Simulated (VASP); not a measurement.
Si4C3: relaxation of cell and atoms with PBE

Si4C3:

```
Si C
1.0
     3.13765    0.00000    0.00000
    -1.56882    2.71728    0.00000
     0.00000    0.00000   18.80784
Si C
8 6
Direct
  0.66667 0.33333 0.26447
  0.33333 0.66667 0.13068
  0.00000 0.00000 0.99728
  0.33333 0.66667 0.80056
  0.66667 0.33333 0.66596
  0.00000 0.00000 0.39812
  0.33333 0.66667 0.53174
  0.33333 0.66667 0.92652
  0.33333 0.66667 0.23115
  0.00000 0.00000 0.09792
  0.66667 0.33333 0.76821
  0.33333 0.66667 0.63328
  0.66667 0.33333 0.36518
  0.00000 0.00000 0.49922
```

| Item | Value |
| --- | --- |
| Program | VASP 6.6.1 |
| Task | relaxation of cell and atoms |
| Functional | PBE |
| Potentials or basis | VASP PAW PBE potentials, release 64 (Si, C) |
| Cutoff | 600 eV |
| k mesh | 12 × 12 × 2 |
| Occupations | gaussian, width 0.1 eV |
| Spin | no spin polarisation |
| Dipole correction | no |
| Further INCAR settings | ALGO = Normal; EDIFF = 1e-06; IBRION = 2; EDIFFG = -0.001; NSW = 80; ISIF = 3 |

```
Relaxed volume                         : 11.44 Å³/atom
Relaxed cell                           : a = 3.137 Å, b = 3.137 Å, c = 18.801 Å, α = 90.00°, β = 90.00°, γ = 120.00°
Space group after relaxing (to 0.05 Å) : P3m1 (No. 156)
Energy gained by relaxing              : 0.0 meV/atom
Ionic steps                            : 16
Pressure after relaxing                : 0.0 GPa
Band gap on the k mesh                 : zero (band 28 reaches 11.89 eV, above the bottom of band 29 at 9.16 eV)
```

Final structure:
```xyz
14
Lattice="3.1368 0.0000 0.0000 -1.5684 2.7165 0.0000 0.0000 0.0000 18.8014" Properties=species:S:1:pos:R:3 pbc="T T T"
Si    1.5684    0.9055    4.9723
Si    0.0000    1.8110    2.4564
Si    0.0000    0.0000   18.7491
Si    0.0000    1.8110   15.0524
Si    1.5684    0.9055   12.5217
Si    0.0000    0.0000    7.4853
Si    0.0000    1.8110    9.9979
Si    0.0000    1.8110   17.4193
C     0.0000    1.8110    4.3457
C     0.0000    0.0000    1.8401
C     1.5684    0.9055   14.4442
C     0.0000    1.8110   11.9072
C     1.5684    0.9055    6.8660
C     0.0000    0.0000    9.3863
```

Levels at points of the mesh, in eV from the Fermi level:
| k point | band 24 | band 25 | band 26 | band 27 | band 28 | band 29 | band 30 | band 31 | band 32 | band 33 |
| --- | --- | --- | --- | --- | --- | --- | --- | --- | --- | --- |
| (0.00, 0.00, 0.00) | -2.12 | -2.08 | -2.08 | 0.84 | 2.29 | 2.29 | 2.69 | 3.00 | 3.27 | 3.67 |
| (0.50, 0.00, 0.00) | -3.92 | -3.68 | -3.46 | -3.17 | -0.60 | -0.44 | -0.21 | 0.53 | 0.92 | 1.83 |
| (0.00, 0.00, 0.50) | -2.35 | -2.08 | -2.08 | 0.90 | 2.29 | 2.29 | 2.69 | 3.00 | 3.28 | 3.63 |
| (0.50, 0.00, 0.50) | -4.02 | -3.66 | -3.32 | -3.18 | -0.60 | -0.36 | -0.15 | 0.19 | 1.28 | 1.57 |

Wall time 20 min on 1 thread of Intel Xeon 6975P-C, on a shared host, peak memory 0.46 GiB.
